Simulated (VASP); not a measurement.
Set up this calculation in VASP 6.6.1, as the native input.

| Property | Result |
| --- | --- |
| Task | single point |
| Functional | PBE |
| Potentials or basis | VASP PAW PBE potentials, release 64 (Nd_3, Si, I), 4f in core |
| Cutoff | 500 eV |
| k mesh | 2 × 2 × 3 |
| Occupations | gaussian, width 0.15 eV |
| Spin | no spin polarisation |
| Dipole correction | no |
| Mended | yes |
| Further INCAR settings | ALGO = Normal; EDIFF = 1e-06; NBANDS = 33 |

The structure of Nd3Si2I lies in POSCAR:

```
Nd3Si2I
1.0
    7.6961463196      0.0000000000      0.0000000000
   -3.8480731598      6.6650582240      0.0000000000
    0.0000000000      0.0000000000      3.9442796004
Nd Si I
3 2 1
Direct
    0.5000000000      0.0000000000      0.5000000000
    0.0000000000      0.5000000000      0.5000000000
    0.5000000000      0.5000000000      0.5000000000
    0.6666666667      0.3333333333      0.0000000000
    0.3333333333      0.6666666667      0.0000000000
    0.0000000000      0.0000000000      0.0000000000
```

The cell was built from a structure type or drawn by symmetry, and may not be a known phase.

These files were run (other wordings do the same):

INCAR

```
PREC = Accurate
ENCUT = 500
EDIFF = 1E-6
ISMEAR = 0
SIGMA = 0.15
LREAL = F
LASPH = T
NELM = 200
ALGO = Normal
ISIF = 2
LWAVE = F
LCHARG = F
GGA = PE
NBANDS = 33
GGA_COMPAT = F
LMAXMIX = 6
```

KPOINTS

```
regular mesh
0
Gamma
  2 2 3
```

Potentials or basis: VASP PAW PBE potentials, release 64 (Nd_3, Si, I), 4f in core.

Run with:

```bash
$ cat potpaw_PBE.64/Nd_3/POTCAR potpaw_PBE.64/Si/POTCAR potpaw_PBE.64/I/POTCAR > POTCAR
$ mpirun -np 1 vasp_std > vasp.out
```

It gave:

```yaml
Pressure: 0.6 GPa
Band_gap_on_the_k_mesh: zero (filled and empty bands overlap)
```

Caveat: the k points lie up to 0.53 Å⁻¹ apart; spin-orbit coupling is left out, which moves the levels of the heavy elements; the 4f electrons are frozen in the core, so they carry no moment and show no levels; the run has no spin polarisation, though such a crystal can be magnetic.

Run time: 34 s on 1 thread of AMD EPYC 7R13 Processor (Zen 3) (shared host), peak memory 0.26 GiB.
